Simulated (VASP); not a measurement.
The system is Ir.

```
CELL_PARAMETERS angstrom
0.00000 1.91560 1.91560
1.91560 0.00000 1.91560
1.91560 1.91560 0.00000
ATOMIC_POSITIONS crystal
Ir 0.00000 0.00000 0.00000
```

```yaml
Program: VASP 6.6.1
Task: relaxation of cell and atoms
Functional: r2SCAN
Potentials_or_basis: VASP PAW PBE potentials, release 64 (Ir)
Cutoff: 600 eV
k_mesh: 18 × 18 × 18
Occupations: gaussian, width 0.1 eV
Spin: no spin polarisation
```

At the start: pressure 6.6 GPa; volume 14.06 Å³/atom.

Problem. How do energy, volume and symmetry change on relaxing?

Solution. Over 4 steps the energy falls by 4.8 meV/atom and the volume is 14.30 Å³/atom (+1.7 %); space group Fm-3m (No. 225, to 0.05 Å).

The path:
```tsv
step	energy change (eV)	largest force (eV/Å)	pressure (GPa)	volume (Å³)
1	0.0000	0.0000	6.60	14.06
2	0.0639	0.0000	-21.01	15.27
3	-0.0048	0.0000	-0.17	14.30
4	-0.0048	0.0000	0.00	14.30
```

Final structure:
```
Ir
1.0
     0.00000    1.92632    1.92632
     1.92632    0.00000    1.92632
     1.92632    1.92632    0.00000
Ir
1
Direct
  0.00000 0.00000 0.00000
```

Caveat: the PAW data sets were made with another functional, which shifts forces and pressure a little.
